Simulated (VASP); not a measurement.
Here is a VASP 6.6.1 calculation.

The input INCAR:

```
PREC = Accurate
ENCUT = 520
EDIFF = 1E-7
ISMEAR = 0
SIGMA = 0.1
LREAL = False
LASPH = True
NELM = 60
ALGO = Normal
ISIF = 2
LWAVE = False
LCHARG = True
GGA = PE
LELF = True
LVHAR = True
NBANDS = 36
```

KPOINTS

```
Automatic mesh
0
Gamma
  4 4 6
```

Contents of POSCAR:

```
Sc2TaF3
1.0
    2.0562459436     -7.6371287338      0.0000000000
    2.0562459436      7.6371287338      0.0000000000
    0.0000000000      0.0000000000      2.9569604084
Sc Ta F
2 1 3
Direct
    0.6512491870      0.3487508130      0.5000000000
    0.3487508130      0.6512491870      0.5000000000
    0.0000000000      0.0000000000      0.0000000000
    0.2104063860      0.7895936140      0.5000000000
    0.7895936140      0.2104063860      0.5000000000
    0.5000000000      0.5000000000      0.0000000000
```

Potentials or basis: VASP PAW PBE potentials, release 64 (Sc_sv, Ta_pv, F).

Run with:

```console
$ cat potpaw_PBE.64/Sc_sv/POTCAR potpaw_PBE.64/Ta_pv/POTCAR potpaw_PBE.64/F/POTCAR > POTCAR
$ mpirun -np 1 vasp_std > vasp.out
```

What does it give for the largest force?

0.038 eV/Å.

Predict the band gap on the k mesh.

zero (bands 27 and 28 overlap by 0.64 eV).

Estimate the pressure.

0.0 GPa.

Forces in eV/Å, atoms in the order of the input:
```
Sc   0.000  0.038  0.000
Sc   0.000 -0.038  0.000
Ta   0.000  0.000  0.000
F    0.000  0.026  0.000
F    0.000 -0.026  0.000
F    0.000  0.000  0.000
```

Caveat: the k points lie up to 0.40 Å⁻¹ apart, too coarse for converged energies and pressures of a metal; spin-orbit coupling is left out, which moves the levels of the heavy elements.
